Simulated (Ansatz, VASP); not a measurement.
One calculation of Co, two programs

Contents of INCAR:

```
PREC = Accurate ; ENCUT = 520
EDIFF = 1E-6 ; ISMEAR = -1
SIGMA = 0.05 ; LREAL = False
LASPH = True ; NELM = 150
ALGO = Fast ; ISIF = 2
LWAVE = False ; LCHARG = True
ISPIN = 2 ; MAGMOM = 2 2 2 2
LORBIT = 11 ; LMAXMIX = 4
GGA = PE ; IVDW = 12
LELF = True ; LVHAR = True
NBANDS = 30
```

The input KPOINTS:

```
regular mesh
0
Gamma
  12 12 4
```

File POSCAR:

```
Co
1.0
    2.5190164704      0.0000000000      0.0000000000
   -1.2595082352      2.1815322559      0.0000000000
    0.0000000000      0.0000000000      8.2468668932
Co
4
Direct
    0.6666666667      0.3333333333      0.7500000000
    0.0000000000      0.0000000000      0.5000000000
    0.3333333333      0.6666666667      0.2500000000
    0.0000000000      0.0000000000      0.0000000000
```

The input input.yaml:

```yaml
crystal:
  lattice:
    - [2.5190164704, 0.0, 0.0]
    - [-1.2595082352, 2.1815322559, 0.0]
    - [0.0, 0.0, 8.2468668932]
  atoms:
    - { symbol: Co, position: [0.6666666667, 0.3333333333, 0.75], spin: 2.0 }
    - { symbol: Co, position: [0.0, 0.0, 0.5], spin: 2.0 }
    - { symbol: Co, position: [0.3333333333, 0.6666666667, 0.25], spin: 2.0 }
    - { symbol: Co, position: [0.0, 0.0, 0.0], spin: 2.0 }
hamiltonian:
  xc: pbe
  pseudopotentials: { kind: paw }
  dispersion: d3bj
magnetization:
  spin_polarized: true
kpoints:
  mp_grid: { grid: [12, 12, 4] }
scf:
  occupations: { method: fermi_dirac, width: 0.05 }
output:
  forces: true
  stress: true
  eigenvalues: true
  write_density: true
  write_potential: true
  elf: true
  volumetric_format: npy
```

Alike in both runs: task single point; functional PBE; dispersion D3(BJ); k mesh 12 × 12 × 4; occupations fermi-dirac, width 0.05 eV; collinear spin.

|  | VASP | Ansatz |
| --- | --- | --- |
| version | VASP 6.6.1 | Ansatz 0.2.0 |
| potentials or method | VASP PAW PBE potentials, release 64 (Co) | Ansatz PAW |
| plane-wave cutoff (eV) | 520 | 420 |
| valence electrons in the cell | 36 | 68 |

Ansatz gave:

- gap on the k mesh at the Fermi level (eV): none
- pressure (GPa): -13.0
- traceless stress, the component that is largest in VASP (GPa): -2.03
- net moment per atom (μB): 1.70
- size of the moment on the site where the two differ most (μB): 1.78

Q: What did VASP give for the same quantities?

A: gap on the k mesh at the Fermi level (eV): none; pressure (GPa): -13.5; traceless stress, the component that is largest in VASP (GPa): -2.04; net moment per atom (μB): 1.69; size of the moment on the site where the two differ most (μB): 1.72.

Site moments also hang on the region over which each program counts them. A gap of «none» marks a metal or a gap that the smearing closes. VASP's potentials hold 36 valence electrons a cell and Ansatz's 68, so a difference there can come from the potentials and not from the codes.
